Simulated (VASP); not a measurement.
## Ge2Sb2Se: single point with PBE

Ge2Sb2Se:

```xyz
10
Lattice="8.7540 0.0000 0.0000 0.0000 8.7540 0.0000 0.0000 0.0000 3.1117" Properties=species:S:1:pos:R:3 pbc="T T T"
Ge    3.0741    7.4511    0.0000
Ge    1.3029    3.0741    0.0000
Ge    5.6799    1.3029    0.0000
Ge    7.4511    5.6799    0.0000
Sb    1.2609    5.6379    1.5558
Sb    3.1161    1.2609    1.5558
Sb    7.4931    3.1161    1.5558
Sb    5.6379    7.4931    1.5558
Se    0.0000    0.0000    0.0000
Se    4.3770    4.3770    0.0000
```

The cell was built from a structure type or drawn by symmetry, and may not be a known phase.

| Property | Result |
| --- | --- |
| Program | VASP 6.6.1 |
| Task | single point |
| Functional | PBE |
| Potentials or basis | VASP PAW PBE potentials, release 64 (Ge_d, Sb, Se) |
| Cutoff | 520 eV |
| k mesh | 2 × 2 × 3 |
| Occupations | gaussian, width 0.15 eV |
| Spin | no spin polarisation |
| Dipole correction | no |
| Further INCAR settings | ALGO = Normal; EDIFF = 1e-06; NBANDS = 55 |

```yaml
Pressure: -0.2 GPa
Largest_force: 0.090 eV/Å
Band_gap_on_the_k_mesh: zero (bands 44 and 45 overlap by 2.81 eV)
```

Forces on the atoms (eV/Å):
```
Ge  -0.010 -0.010  0.000
Ge   0.010 -0.010  0.000
Ge   0.010  0.010  0.000
Ge  -0.010  0.010  0.000
Sb  -0.063 -0.063  0.000
Sb   0.063 -0.063  0.000
Sb   0.063  0.063  0.000
Sb  -0.063  0.063  0.000
Se   0.000  0.000  0.000
Se   0.000  0.000  0.000
```

Stress tensor (GPa, compression positive):
```
-0.19  0.00  0.00
 0.00 -0.19  0.00
 0.00  0.00 -0.30
```

Levels at points of the mesh, in eV from the Fermi level:
| k point | band 40 | band 41 | band 42 | band 43 | band 44 | band 45 |
| --- | --- | --- | --- | --- | --- | --- |
| (0.00, 0.00, 0.00) | -0.58 | 0.86 | 1.28 | 1.28 | 1.33 | 1.70 |
| (0.50, 0.00, 0.00) | -0.77 | 0.18 | 0.18 | 1.55 | 1.55 | 2.40 |
| (0.50, 0.50, 0.00) | -0.24 | 0.47 | 0.47 | 1.24 | 1.24 | 1.61 |

Wall time 90 s on 1 thread of Intel(R) Xeon(R) Platinum 8488C (Sapphire Rapids), with other jobs on the host, peak memory 0.36 GiB.

Caveat: the k points lie up to 0.67 Å⁻¹ apart, too coarse for converged energies and pressures of a metal; spin-orbit coupling is left out, which moves the levels of the heavy elements.
